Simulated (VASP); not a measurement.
# NdBeF2 (P6/mmm) in VASP: notebook, part 2 of 2

VASP 6.6.1. Earlier steps stand in the parts before.

## (4) Single point, PBE

This run uses another cell than the first one, of 23.43 Å³/atom.

Contents of INCAR:

```
PREC     = Accurate       # precision mode
ENCUT    = 600            # plane-wave cutoff, eV
EDIFF    = 1E-6           # SCF threshold, eV
ISMEAR   = 0              # smearing method
SIGMA    = 0.1            # smearing width, eV
LREAL    = False          # projectors in reciprocal space
LASPH    = True           # aspherical terms in the spheres
NELM     = 200            # most SCF steps
ALGO     = Normal         # electronic algorithm
ISIF     = 2              # what is computed and relaxed
LWAVE    = False          # write WAVECAR
LCHARG   = False          # write CHGCAR
GGA      = PE             # functional
NBANDS   = 23             # bands
GGA_COMPAT= False        
LMAXMIX  = 6              # l up to which the mixer works
```

Contents of KPOINTS:

```
regular mesh
0
Gamma
  12 12 8
```

Contents of POSCAR:

```
NdBeF2
1.0
    4.1808443051      0.0000000000      0.0000000000
   -2.0904221525      3.6207173775      0.0000000000
    0.0000000000      0.0000000000      6.1917686178
Nd Be F
1 1 2
Direct
    0.0000000000      0.0000000000      0.0000000000
    0.0000000000      0.0000000000      0.5000000000
    0.3333333333      0.6666666667      0.0000000000
    0.6666666667      0.3333333333      0.0000000000
```

Potentials or basis: VASP PAW PBE potentials, release 64 (Nd, Be, F).

Launch:

```console
$ cat potpaw_PBE.64/Nd/POTCAR potpaw_PBE.64/Be/POTCAR potpaw_PBE.64/F/POTCAR > POTCAR
$ mpirun -np 1 vasp_std > vasp.out
```

OUTCAR:

```text
PREC = Accurate
   ENCUT = 600
   EDIFF = 1E-6
   ISMEAR = 0
   LREAL = False
   LASPH = True
   NELM = 200
   ISIF = 2
   GGA = PE

 ion  position               nearest neighbor table
   1  0.000  0.000  0.000-   3 2.41   4 2.41   3 2.41   4 2.41   4 2.41   3 2.41
   2  0.000  0.000  0.500-
   3  0.333  0.667  0.000-   1 2.41   1 2.41   1 2.41
   4  0.667  0.333  0.000-   1 2.41   1 2.41   1 2.41

  LATTYP: Found a hexagonal cell.
 ALAT       =     4.1808443051
 C/A-ratio  =     1.4809852188

  Lattice vectors:

 A1 = (   4.1808443051,   0.0000000000,   0.0000000000)
 A2 = (  -2.0904221525,   3.6207173775,   0.0000000000)
 A3 = (   0.0000000000,   0.0000000000,   6.1917686178)

Analysis of symmetry for initial positions (statically):
=====================================================================
 Subroutine PRICEL returns:
 Original cell was already a primitive cell.

 Routine SETGRP: Setting up the symmetry group for a
 hexagonal supercell.

 Subroutine GETGRP returns: Found 24 space group operations
 (whereof 24 operations were pure point group operations)
 out of a pool of 24 trial point group operations.

The static configuration has the point symmetry D_6h.

Analysis of symmetry for dynamics (positions and initial velocities):
=====================================================================
 Subroutine PRICEL returns:
 Original cell was already a primitive cell.

 Routine SETGRP: Setting up the symmetry group for a
 hexagonal supercell.

 Subroutine GETGRP returns: Found 24 space group operations
 (whereof 24 operations were pure point group operations)
 out of a pool of 24 trial point group operations.

The dynamic configuration has the point symmetry D_6h.

 Subroutine INISYM returns: Found 24 space group operations
 (whereof 24 operations are pure point group operations),
 and found     1 'primitive' translations

[... 115 lines left out ...]
   IALGO  =     38    algorithm
   IMIX   =      4    mixing-type and parameters
     AMIX     =   0.40;   BMIX     =  1.00
     AMIX_MAG =   1.60;   BMIX_MAG =  1.00
  volume/ion in A,a.u.               =      23.43       158.13
  Fermi-wavevector in a.u.,A,eV,Ry     =   1.119844  2.116198 17.062389  1.254050
  Thomas-Fermi vector in A             =   2.256486
   LORBIT       =      0    0 simple, 1 ext, 2 COOP (PROOUT), +10 PAW based schemes
   GGA     = PE    functional components
   LHFCALC =     F    Hartree Fock is set to
   AEXX    =    0.0000 exact exchange contribution
   IVDW    =     0    specifies the selected vdW correction
   LEPSILON=     F    determine dielectric tensor
   LRPA    =     F    only Hartree local field effects (RPA)
 non-spin polarized calculation
 Gauss-broadening in eV      SIGMA  =   0.10
  energy-cutoff  :      600.00
  volume of cell :       93.73
 maximum number of plane-waves:      3168
 NGX is ok and might be reduce to    36
   NGX = 17   NGY = 17   NGZ = 25

 number of electron      30.0000008 magnetization

 Free energy of the ion-electron system (eV)
  ---------------------------------------------------
  ext. energy  EPLUGINS =         0.00000000
  ---------------------------------------------------
  free energy    TOTEN  =       -19.32538987 eV

  energy without entropy =      -19.14470952  energy(sigma->0) =      -19.23504969

 E-fermi :   1.7093     XC(G=0):  -7.9391

 val. band max:        1.7091675308   @ k =   0.2500   0.2500   0.1250
 cond. band min:       1.7111601410   @ k =   0.3333   0.2500   0.1250
 fundamental gap:      0.0019926102
 Fermi energy:         1.7092615856

 k-point     1 :       0.0000    0.0000    0.0000
  band No.  band energies     occupation
      1     -35.5217      2.00000
      2     -23.0451      2.00000
      3     -22.1350      2.00000
      4     -16.7897      2.00000
      5     -16.7623      2.00000
      6     -16.7623      2.00000
[... 613 lines left out ...]
     22       3.2928      0.00000
     23       4.4060      0.00000

 [... further k-points ...]

------------------------ aborting loop because EDIFF is reached ----------------------------------------

  FORCE on cell =-STRESS in cart. coord.  units (eV):
  Direction    XX          YY          ZZ          XY          YZ          ZX
  --------------------------------------------------------------------------------------
  -------------------------------------------------------------------------------------
  Total       -0.2797114     -0.2797114     -0.4736197     -0.0000000      0.0000000     -0.0000000
  in kB       -4.7813155     -4.7813155     -8.0959354     -0.0000000      0.0000000     -0.0000000
  external PRESSURE =      -5.8861888 kB  Pullay stress =       0.0000000 kB

 VOLUME and BASIS-vectors are now :
 -----------------------------------------------------------------------------
  energy-cutoff  :      600.00
  volume of cell :       93.73
      direct lattice vectors                 reciprocal lattice vectors
     4.180844305  0.000000000  0.000000000     0.239186137  0.138094181  0.000000000
    -2.090422152  3.620717378  0.000000000     0.000000000  0.276188362  0.000000000
     0.000000000  0.000000000  6.191768618     0.000000000  0.000000000  0.161504743

 POSITION                                       TOTAL-FORCE (eV/Angst)
 -----------------------------------------------------------------------------------
      0.00000      0.00000      0.00000         0.000000     -0.000000     -0.000000
      0.00000      0.00000      3.09588         0.000000     -0.000000     -0.000000
     -0.00000      2.41381      0.00000        -0.000000      0.000000      0.000000
      2.09042      1.20691      0.00000         0.000000     -0.000000     -0.000000
 -----------------------------------------------------------------------------------
    total drift:                               -0.000000      0.000000      0.000000

  FREE ENERGIE OF THE ION-ELECTRON SYSTEM (eV)
  ---------------------------------------------------
  free  energy   TOTEN  =       -19.3253898711 eV

  energy  without entropy=      -19.1447095184  energy(sigma->0) =      -19.23504969
```

OSZICAR:

```text
N       E                     dE             d eps       ncg     rms          rms(c)
DAV:   1     0.331432009329E+03    0.33143E+03   -0.13632E+04  5182   0.308E+03
DAV:   2     0.367774048575E+02   -0.29465E+03   -0.26039E+03  7675   0.435E+02
DAV:   3    -0.201057667268E+02   -0.56883E+02   -0.55531E+02  7185   0.222E+02
[... 18 lines left out ...]
DAV:  22    -0.193253814411E+02    0.13905E-04   -0.14303E-05  6712   0.342E-02    0.462E-02
DAV:  23    -0.193253851408E+02   -0.36998E-05   -0.34092E-06  4356   0.244E-02    0.259E-02
DAV:  24    -0.193253883397E+02   -0.31988E-05   -0.11890E-06  2648   0.168E-02    0.105E-02
DAV:  25    -0.193253895277E+02   -0.11881E-05   -0.43031E-07  2402   0.156E-02    0.665E-03
DAV:  26    -0.193253898711E+02   -0.34335E-06   -0.46455E-07  2355   0.130E-02
   1 F= -.19325390E+02 E0= -.19235050E+02  d E =-.180680E+00
```

stdout:

```text
POSCAR found type information on POSCAR NdBeF
 POSCAR found :  3 types and       4 ions
 scaLAPACK will be used
 LDA part: xc-table for (Slater+PW92), standard interpolation
 POSCAR, INCAR and KPOINTS ok, starting setup
 FFT: planning ... GRIDC
 FFT: planning ... GRID_SOFT
 FFT: planning ... GRID
 WAVECAR not read
 entering main loop
```

Run time: 5.2 min. Hardware: 1 thread of Intel Xeon Platinum 8488C (Sapphire Rapids), shared host; peak memory 0.44 GiB.

Results:

```
Free energy            : -19.3254 eV
Pressure               : -0.6 GPa
Band gap on the k mesh : zero (bands 15 and 16 overlap by 0.06 eV)
```

Caveat: spin-orbit coupling is left out, which moves the levels of the heavy elements; the run has no spin polarisation, though such a crystal can be magnetic; semilocal functionals describe open f shells poorly, which spoils levels, moments and volumes.
